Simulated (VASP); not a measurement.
# Ta in VASP: further runs

The runs below take Ta through single point, with LDA.

Program: VASP 6.6.1. These are calculated values, not measurements. Logs are shortened: lines on timing, memory, paths and dates and some standing lists are left out, and cuts for length are marked.

**1. The cell of the first run**

The cell holds a slab with vacuum, 5 atoms: a = 4.600 Å, b = 4.600 Å, c = 19.756 Å, α = 90.00°, β = 90.00°, γ = 120.00°.

**2. Single point, LDA**

INCAR

```
SYSTEM = Ta
PREC     = Accurate       ! precision mode
ENCUT    = 520            ! plane-wave cutoff, eV
EDIFF    = 1E-6           ! SCF threshold, eV
ISMEAR   = -1             ! smearing method
SIGMA    = 0.05           ! smearing width, eV
LREAL    = .False.        ! projectors in reciprocal space
LASPH    = .True.         ! aspherical terms in the spheres
NELM     = 80             ! most SCF steps
ALGO     = Normal         ! electronic algorithm
ISIF     = 2              ! what is computed and relaxed
LWAVE    = .False.        ! write WAVECAR
LCHARG   = .True.         ! write CHGCAR
LDIPOL   = .True.       
IDIPOL   = 3            
DIPOL    = 0.5 0.5 0.500
LELF     = .True.         ! ELF
LVHAR    = .True.       
LVACPOTAV= .True.       
EFIELD   = -0.3         
NBANDS   = 36             ! bands
```

KPOINTS

```
regular mesh
0
Gamma
  10 10 1
  0 0 0
```

POSCAR

```
Ta
1.0
    4.6002256691      0.0000000000      0.0000000000
   -2.3001128346      3.9839122926      0.0000000000
    0.0000000000      0.0000000000     19.7561000000
Ta
5
Direct
    0.8333333333      0.1666666667      0.4169545150
    0.1666666667      0.8333333333      0.4556693267
    0.5000000000      0.5000000000      0.4999999459
    0.8333333333      0.1666666667      0.5443306958
    0.1666666667      0.8333333333      0.5830455166
```

Potentials or basis: VASP PAW LDA potentials, release 64 (Ta_pv).

Launch:

```bash
cat potpaw_LDA.64/Ta_pv/POTCAR > POTCAR
mpirun -np 1 vasp_std > vasp.out
```

OUTCAR:

```text
SYSTEM = Ta
   PREC = Accurate
   ENCUT = 520
   EDIFF = 1E-6
   ISMEAR = -1
   LREAL = .False.
   LASPH = .True.
   NELM = 80
   ISIF = 2

 ion  position               nearest neighbor table
   1  0.833  0.167  0.417-   4 2.52   2 2.76   2 2.76   2 2.76   3 3.12   3 3.12   3 3.12
   2  0.167  0.833  0.456-   5 2.52   1 2.76   1 2.76   1 2.76   3 2.80   3 2.80   3 2.80   4 3.18
                             4 3.18   4 3.18
   3  0.500  0.500  0.500-   2 2.80   2 2.80   2 2.80   4 2.80   4 2.80   4 2.80   1 3.12   1 3.12
                             1 3.12   5 3.12   5 3.12   5 3.12
   4  0.833  0.167  0.544-   1 2.52   5 2.76   5 2.76   5 2.76   3 2.80   3 2.80   3 2.80   2 3.18
                             2 3.18   2 3.18
   5  0.167  0.833  0.583-   2 2.52   4 2.76   4 2.76   4 2.76   3 3.12   3 3.12   3 3.12

  LATTYP: Found a hexagonal cell.
 ALAT       =     4.6002256691
 C/A-ratio  =     4.2945936615

  Lattice vectors:

 A1 = (   4.6002256691,   0.0000000000,   0.0000000000)
 A2 = (  -2.3001128346,   3.9839122926,   0.0000000000)
 A3 = (   0.0000000000,   0.0000000000,  19.7561000000)

Analysis of symmetry for initial positions (statically):
=====================================================================
 Subroutine PRICEL returns:
 Original cell was already a primitive cell.

 Routine SETGRP: Setting up the symmetry group for a
 hexagonal supercell.

 Subroutine GETGRP returns: Found 12 space group operations
 (whereof  4 operations were pure point group operations)
 out of a pool of 24 trial point group operations.

The static configuration has the point symmetry C_2h.
 The point group associated with its full space group is D_3d.

Analysis of symmetry for dynamics (positions and initial velocities):
=====================================================================
 An external electric field (EFIELD) may reduce the allowed symmetry operations
 Subroutine PRICEL returns:
 Original cell was already a primitive cell.

 Routine SETGRP: Setting up the symmetry group for a
 hexagonal supercell.

 Subroutine GETGRP returns: Found  6 space group operations
 (whereof  2 operations were pure point group operations)
 out of a pool of 24 trial point group operations.

The dynamic configuration has the point symmetry C_1h.
 The point group associated with its full space group is C_3v.

 Subroutine INISYM returns: Found  6 space group operations
 (whereof  2 operations are pure point group operations),
 and found     1 'primitive' translations

----------------------------------------------------------------------------------------

                                     Primitive cell

  volume of cell :     362.0680

  direct lattice vectors                    reciprocal lattice vectors
     4.600225669  0.000000000  0.000000000     0.217380640  0.125504771  0.000000000
    -2.300112835  3.983912293  0.000000000     0.000000000  0.251009542  0.000000000
     0.000000000  0.000000000 19.756100000     0.000000000  0.000000000  0.050617278

  length of vectors
     4.600225669  4.600225669 19.756100000     0.251009542  0.251009542  0.050617278

  position of ions in fractional coordinates (direct lattice)
     0.833333333  0.166666667  0.416954515
     0.166666667  0.833333333  0.455669327
     0.500000000  0.500000000  0.499999946
     0.833333333  0.166666667  0.544330696
     0.166666667  0.833333333  0.583045517

  ion indices of the primitive-cell ions
   primitive index   ion index
                 1           1
                 2           2
                 3           3
                 4           4
                 5           5

----------------------------------------------------------------------------------------

 KPOINTS: regular mesh

Automatic generation of k-mesh.
 Grid dimensions read from file:
 generate k-points for:   10   10    1

 Generating k-lattice:

  Cartesian coordinates                     Fractional coordinates (reciprocal lattice)
     0.021738064  0.012550477  0.000000000     0.100000000 -0.000000000  0.000000000
     0.000000000  0.025100954  0.000000000     0.000000000  0.100000000  0.000000000
     0.000000000  0.000000000  0.050617278     0.000000000  0.000000000  1.000000000

  Length of vectors
     0.025100954  0.025100954  0.050617278

  Shift w.r.t. Gamma in fractional coordinates (k-lattice)
     0.000000000  0.000000000  0.000000000

 Subroutine IBZKPT returns following result:
 ===========================================

 Found     14 irreducible k-points:

 Following reciprocal coordinates:
            Coordinates               Weight
  0.000000  0.000000  0.000000      1.000000
  0.100000  0.000000  0.000000      6.000000
  0.200000  0.000000  0.000000      6.000000
  0.300000  0.000000  0.000000      6.000000
  0.400000  0.000000  0.000000      6.000000
  0.500000  0.000000  0.000000      3.000000
  0.100000  0.100000  0.000000      6.000000
  0.200000  0.100000  0.000000     12.000000
  0.300000  0.100000  0.000000     12.000000
  0.400000  0.100000  0.000000     12.000000
  0.200000  0.200000  0.000000      6.000000
  0.300000  0.200000  0.000000     12.000000
  0.400000  0.200000  0.000000      6.000000
  0.300000  0.300000  0.000000      6.000000
   k-points           NKPTS =     14   k-points in BZ     NKDIM =     14   number of bands    NBANDS=     36
   number of dos      NEDOS =    301   number of ions     NIONS =      5
   total plane-waves  NPLWV = 194400
   dimension x,y,z NGX =    36 NGY =   36 NGZ =  150
   dimension x,y,z NGXF=    72 NGYF=   72 NGZF=  300
   ions per type =               5
   NGX,Y,Z   is equivalent  to a cutoff of  13.01, 13.01, 12.62 a.u.
   NGXF,Y,Z  is equivalent  to a cutoff of  26.02, 26.02, 25.24 a.u.
 SYSTEM =  Ta
   PREC   = accura    normal or accurate (medium, high low for compatibility)
   ISTART =      0    job   : 0-new  1-cont  2-samecut
   ICHARG =      2    charge: 1-file 2-atom 10-const
   ISPIN  =      1    spin polarized calculation?
   LNONCOLLINEAR =      F non collinear calculations
   LSORBIT =      F    spin-orbit coupling
   LASPH  =      T    aspherical Exc in radial PAW
   ENCUT  =  520.0 eV  38.22 Ry    6.18 a.u.   8.55  8.55 36.73*2*pi/ulx,y,z
   NELM   =     80;   NELMIN=  2; NELMDL= -5     # of ELM steps
   EDIFF  = 0.1E-05   stopping-criterion for ELM
   LREAL  =      F    real-space projection
   EDIFFG = 0.1E-04   stopping-criterion for IOM
   NSW    =      0    number of steps for IOM
   IBRION =     -1    ionic relax: 0-MD 1-quasi-New 2-CG
   NFREE  =      0    steps in history (QN), initial steepest desc. (CG)
   ISIF   =      2    stress and relaxation
   ISYM   =      2    0-nonsym 1-usesym 2-fastsym
   POTIM  = 0.5000    time-step for ionic-motion
   TEBEG  =    0.0;   TEEND  =   0.0 temperature during run
   PSTRESS=    0.0 pullay stress
   NELECT =      55.0000    total number of electrons
   NUPDOWN=      -1.0000    fix difference up-down
   EMIN   =  10.00;   EMAX   =-10.00  energy-range for DOS
   EFERMI =   0.00;   METHOD = LEGACY
   ISMEAR =    -1;   SIGMA  =   0.05  broadening in eV -4-tet -1-fermi 0-gaus
   EFERMI_NEDOS =   21; number of points for ismear=-14 and -15
   IALGO  =     38    algorithm
   IMIX   =      4    mixing-type and parameters
     AMIX     =   0.40;   BMIX     =  1.00
     AMIX_MAG =   1.60;   BMIX_MAG =  1.00
  volume/ion in A,a.u.               =      72.41       488.67
  Fermi-wavevector in a.u.,A,eV,Ry     =   0.873506  1.650686 10.381409  0.763012
  Thomas-Fermi vector in A             =   1.992906
   LORBIT       =      0    0 simple, 1 ext, 2 COOP (PROOUT), +10 PAW based schemes
   GGA     = CA    functional components
   LHFCALC =     F    Hartree Fock is set to
   AEXX    =    0.0000 exact exchange contribution
   IVDW    =     0    specifies the selected vdW correction
   LEPSILON=     F    determine dielectric tensor
   LRPA    =     F    only Hartree local field effects (RPA)
 non-spin polarized calculation
  energy-cutoff  :      520.00
  volume of cell :      362.07
 maximum number of plane-waves:      9811
 NGX is ok and might be reduce to    36
   NGX = 17   NGY = 17   NGZ = 73

 dipolmoment           0.000000      0.000000      0.516819 electrons x Angstroem

 number of electron      55.0000005 magnetization

 dipolmoment           0.000000      0.000000     -0.206929 electrons x Angstroem

 Free energy of the ion-electron system (eV)
  ---------------------------------------------------
  ext. energy  EPLUGINS =         0.00000000
  ---------------------------------------------------
  free energy    TOTEN  =       -57.15045237 eV

  energy without entropy =      -57.11006854  energy(sigma->0) =      -57.13026045

 E-fermi :  -1.5144     XC(G=0):  -4.2479

 val. band max:       -1.5489224613   @ k =   0.3000   0.3000   0.0000
 cond. band min:      -1.4845160986   @ k =   0.4000   0.2000   0.0000
 fundamental gap:      0.0644063627
 Fermi energy:        -1.5144258461

 k-point     1 :       0.0000    0.0000    0.0000
  band No.  band energies     occupation
      1     -35.8727      2.00000
      2     -35.8080      2.00000
      3     -35.6137      2.00000
      4     -35.6137      2.00000
      5     -35.5707      2.00000
      6     -35.5707      2.00000
[... 28 lines left out ...]
     35       1.3314      0.00000
     36       1.3314      0.00000

 k-point     2 :       0.1000    0.0000    0.0000
  band No.  band energies     occupation
      1     -35.8847      2.00000
      2     -35.8141      2.00000
      3     -35.7010      2.00000
      4     -35.6786      2.00000
      5     -35.4952      2.00000
      6     -35.4800      2.00000
[... 28 lines left out ...]
     35       1.2446      0.00000
     36       1.2603      0.00000
[... 427 lines left out ...]
     35       0.7902      0.00000
     36       1.1668      0.00000

 k-point    14 :       0.3000    0.3000    0.0000
  band No.  band energies     occupation
      1     -35.9796      2.00000
      2     -35.9554      2.00000
      3     -35.7147      2.00000
      4     -35.6684      2.00000
      5     -35.6100      2.00000
      6     -35.5056      2.00000
[... 28 lines left out ...]
     35       0.5585      0.00000
     36       0.9591      0.00000

------------------------ aborting loop because EDIFF is reached ----------------------------------------

  FORCE on cell =-STRESS in cart. coord.  units (eV):
  Direction    XX          YY          ZZ          XY          YZ          ZX
  --------------------------------------------------------------------------------------
  -------------------------------------------------------------------------------------
  Total       -4.1613582     -4.1613582      0.3102475      0.0000000      0.0000000     -0.0000000
  in kB      -18.4143148    -18.4143148      1.3728677      0.0000000      0.0000000     -0.0000000
  external PRESSURE =     -11.8185873 kB  Pullay stress =       0.0000000 kB

 VOLUME and BASIS-vectors are now :
 -----------------------------------------------------------------------------
  energy-cutoff  :      520.00
  volume of cell :      362.07
      direct lattice vectors                 reciprocal lattice vectors
     4.600225669  0.000000000  0.000000000     0.217380640  0.125504771  0.000000000
    -2.300112835  3.983912293  0.000000000     0.000000000  0.251009542  0.000000000
     0.000000000  0.000000000 19.756100000     0.000000000  0.000000000  0.050617278

 POSITION                                       TOTAL-FORCE (eV/Angst)
 -----------------------------------------------------------------------------------
      3.45017      0.66399      8.23740         0.000000     -0.000000     -0.021268
     -1.15006      3.31993      9.00225        -0.000000      0.000000     -0.115514
      1.15006      1.99196      9.87805        -0.000000     -0.000000     -0.016679
      3.45017      0.66399     10.75385        -0.000000     -0.000000      0.000223
     -1.15006      3.31993     11.51871        -0.000000     -0.000000      0.153238
 -----------------------------------------------------------------------------------
    total drift:                                0.000000     -0.000000     -0.000180

  FREE ENERGIE OF THE ION-ELECTRON SYSTEM (eV)
  ---------------------------------------------------
  free  energy   TOTEN  =       -57.1504523710 eV

  energy  without entropy=      -57.1100685387  energy(sigma->0) =      -57.13026045
```

It took 7 min on 1 thread of Intel Xeon Platinum 8375C at 2.90GHz (Ice Lake), shared host; peak memory 0.42 GiB.

Results:

```yaml
Free_energy: -57.1505 eV
Largest_force: 0.153 eV/Å
Band_gap_on_the_k_mesh: zero (an odd number of electrons rules out a gap without spin polarisation)
```

Forces on the atoms (eV/Å):
```
Ta   0.000  0.000 -0.021
Ta   0.000  0.000 -0.116
Ta   0.000  0.000 -0.017
Ta   0.000  0.000  0.000
Ta   0.000  0.000  0.153
```

Caveat: spin-orbit coupling is left out, which moves the levels of the heavy elements.

**3. Single point, LDA**

INCAR

```
ALGO = Normal
DIPOL = 0.5 0.5 0.500
EDIFF = 1E-6
EFIELD = -0.3
ENCUT = 520
GGA = CA
IDIPOL = 3
ISIF = 2
ISMEAR = -1
LASPH = True
LCHARG = False
LDIPOL = True
LREAL = False
LWAVE = False
NBANDS = 36
NELM = 100
PREC = Accurate
SIGMA = 0.05
```

KPOINTS

```
k-points
0
Gamma
  10 10 1
```

POSCAR is that of step 2.

Potentials or basis: VASP PAW LDA potentials, release 64 (Ta_pv).

Launch:

```bash
cat potpaw_LDA.64/Ta_pv/POTCAR > POTCAR
mpirun -np 1 vasp_std > vasp.out
```

It took 6.6 min on 1 thread of Intel Xeon Platinum 8375C at 2.90GHz (Ice Lake), shared host; peak memory 0.41 GiB.

It converged, with:

* Free energy: -57.1505 eV
* Largest force: 0.153 eV/Å
* Band gap on the k mesh: zero (an odd number of electrons rules out a gap without spin polarisation)

Forces in eV/Å, atoms in the order of the input:
```
Ta   0.000  0.000 -0.021
Ta   0.000  0.000 -0.116
Ta   0.000  0.000 -0.017
Ta   0.000  0.000  0.000
Ta   0.000  0.000  0.153
```

Levels at points of the mesh, in eV from the Fermi level:
```tsv
k point	band 24	band 25	band 26	band 27	band 28	band 29	band 30	band 31
(0.00, 0.00, 0.00)	-1.08	-1.08	-0.77	-0.51	-0.51	0.27	0.27	0.71
(0.50, 0.00, 0.00)	-1.01	-0.99	-0.93	-0.92	-0.68	0.38	0.69	1.21
```

Caveat: spin-orbit coupling is left out, which moves the levels of the heavy elements.

**4. Single point, LDA**

INCAR

```
PREC = Accurate ; ENCUT = 520
EDIFF = 1E-6 ; ISMEAR = -1
SIGMA = 0.05 ; LREAL = F
LASPH = T ; NELM = 60
ALGO = Normal ; ISIF = 2
LWAVE = F ; LCHARG = F
NBANDS = 36
```

KPOINTS

```
Automatic mesh
0
Gamma
  10 10 1
```

POSCAR is that of step 3.

Potentials or basis: VASP PAW LDA potentials, release 64 (Ta_pv).

Launch:

```bash
cat potpaw_LDA.64/Ta_pv/POTCAR > POTCAR
mpirun -np 1 vasp_std > vasp.out
```

OUTCAR:

```text
PREC = Accurate
   ENCUT = 520
   EDIFF = 1E-6
   ISMEAR = -1
   LREAL = F
   LASPH = T
   NELM = 60
   ISIF = 2

 ion  position               nearest neighbor table
   1  0.833  0.167  0.417-   4 2.52   2 2.76   2 2.76   2 2.76   3 3.12   3 3.12   3 3.12
   2  0.167  0.833  0.456-   5 2.52   1 2.76   1 2.76   1 2.76   3 2.80   3 2.80   3 2.80   4 3.18
                             4 3.18   4 3.18
   3  0.500  0.500  0.500-   2 2.80   2 2.80   2 2.80   4 2.80   4 2.80   4 2.80   1 3.12   1 3.12
                             1 3.12   5 3.12   5 3.12   5 3.12
   4  0.833  0.167  0.544-   1 2.52   5 2.76   5 2.76   5 2.76   3 2.80   3 2.80   3 2.80   2 3.18
                             2 3.18   2 3.18
[... 742 lines left out ...]
  Total       -4.1775389     -4.1775389      0.3379212      0.0000000     -0.0000000     -0.0000000
  in kB      -18.4859155    -18.4859155      1.4953260      0.0000000     -0.0000000     -0.0000000
  external PRESSURE =     -11.8255017 kB  Pullay stress =       0.0000000 kB

 VOLUME and BASIS-vectors are now :
 -----------------------------------------------------------------------------
  energy-cutoff  :      520.00
  volume of cell :      362.07
      direct lattice vectors                 reciprocal lattice vectors
     4.600225669  0.000000000  0.000000000     0.217380640  0.125504771  0.000000000
    -2.300112835  3.983912293  0.000000000     0.000000000  0.251009542  0.000000000
     0.000000000  0.000000000 19.756100000     0.000000000  0.000000000  0.050617278

 POSITION                                       TOTAL-FORCE (eV/Angst)
 -----------------------------------------------------------------------------------
      3.45017      0.66399      8.23740         0.000000     -0.000000     -0.080745
     -1.15006      3.31993      9.00225        -0.000000     -0.000000     -0.056330
      1.15006      1.99196      9.87805         0.000000     -0.000000      0.000000
      3.45017      0.66399     10.75385        -0.000000      0.000000      0.056330
     -1.15006      3.31993     11.51871        -0.000000      0.000000      0.080745
 -----------------------------------------------------------------------------------
    total drift:                                0.000000     -0.000000      0.001197

  FREE ENERGIE OF THE ION-ELECTRON SYSTEM (eV)
  ---------------------------------------------------
  free  energy   TOTEN  =       -57.1194501657 eV

  energy  without entropy=      -57.0791174162  energy(sigma->0) =      -57.09928379
```

Run time: 5.4 min. Hardware: 1 thread of Intel Xeon Platinum 8375C at 2.90GHz (Ice Lake), shared host; peak memory 0.4 GiB.

Results:

| Property | Result |
| --- | --- |
| Free energy | -57.1195 eV |
| Largest force | 0.081 eV/Å |
| Band gap on the k mesh | zero (an odd number of electrons rules out a gap without spin polarisation) |

Forces in eV/Å, atoms in the order of the input:
```
Ta   0.000  0.000 -0.081
Ta   0.000  0.000 -0.056
Ta   0.000  0.000  0.000
Ta   0.000  0.000  0.056
Ta   0.000  0.000  0.081
```

Levels at points of the mesh, in eV from the Fermi level:
```
           k point  band 23  band 24  band 25  band 26  band 27  band 28  band 29  band 30  band 31  band 32
(0.00, 0.00, 0.00)    -1.10    -1.08    -1.08    -0.77    -0.51    -0.51     0.27     0.27     0.71     2.34
(0.50, 0.00, 0.00)    -1.33    -1.01    -0.99    -0.93    -0.92    -0.68     0.38     0.68     1.21     1.75
```

Caveat: spin-orbit coupling is left out, which moves the levels of the heavy elements.
